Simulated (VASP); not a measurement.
# MgO (rocksalt type): relaxation of cell and atoms with PBE

The system is MgO (rocksalt type).

```
Mg O
1.0
     0.00000    1.95744    1.95744
     1.95744    0.00000    1.95744
     1.95744    1.95744    0.00000
Mg O
1 1
Direct
  0.00000 0.00000 0.00000
  0.50000 0.50000 0.50000
```

```json
{
 "Program": "VASP 6.6.1",
 "Task": "relaxation of cell and atoms",
 "Functional": "PBE",
 "Potentials or basis": "VASP PAW PBE potentials, release 64 (Mg, O)",
 "Cutoff": "600 eV",
 "k mesh": "17 × 17 × 17",
 "Occupations": "fermi-dirac, width 0.08 eV",
 "Spin": "no spin polarisation",
 "Target pressure": "62 GPa",
 "Dipole correction": "no",
 "Further INCAR settings": "ALGO = Normal; EDIFF = 1e-06; IBRION = 2; EDIFFG = -0.005; NSW = 32; ISIF = 3"
}
```

| Item | Value |
| --- | --- |
| Relaxed volume | 7.49 Å³/atom |
| Relaxed cell | a = 2.767 Å, b = 2.767 Å, c = 2.767 Å, α = 60.00°, β = 60.00°, γ = 60.00° |
| Space group after relaxing (to 0.05 Å) | Fm-3m (No. 225) |
| Energy change on relaxing (the enthalpy is what falls) | +4.7 meV/atom |
| Ionic steps | 3 |
| Pressure after relaxing | 62.0 GPa |
| Band gap on the k mesh | 7.20 eV, direct |

The path:
```csv
step,energy change (eV),largest force (eV/Å),pressure (GPa),volume (Å³)
1,0.0000,0.0000,61.45,15.00
2,0.0218,0.0000,62.84,14.94
3,0.0093,0.0000,62.02,14.98
```

Final structure:
```
Mg O
1.0
     0.00000    1.95639    1.95639
     1.95639    0.00000    1.95639
     1.95639    1.95639    0.00000
Mg O
1 1
Direct
  0.00000 0.00000 0.00000
  0.50000 0.50000 0.50000
```

Levels at points of the mesh, in eV from the valence-band top:
```
           k point  band 1  band 2  band 3  band 4  band 5  band 6  band 7  band 8
(0.00, 0.00, 0.00)  -18.56    0.00    0.00    0.00    7.20   17.03   17.03   17.03
```

Wall time 28 s on 1 thread of AMD EPYC 9R45 96-Core Processor (Zen 5), with other jobs on the host, peak memory 0.14 GiB.

Caveat: the cell is relaxed towards a set pressure, so the enthalpy falls and the energy may rise. A k mesh can miss the band edges.
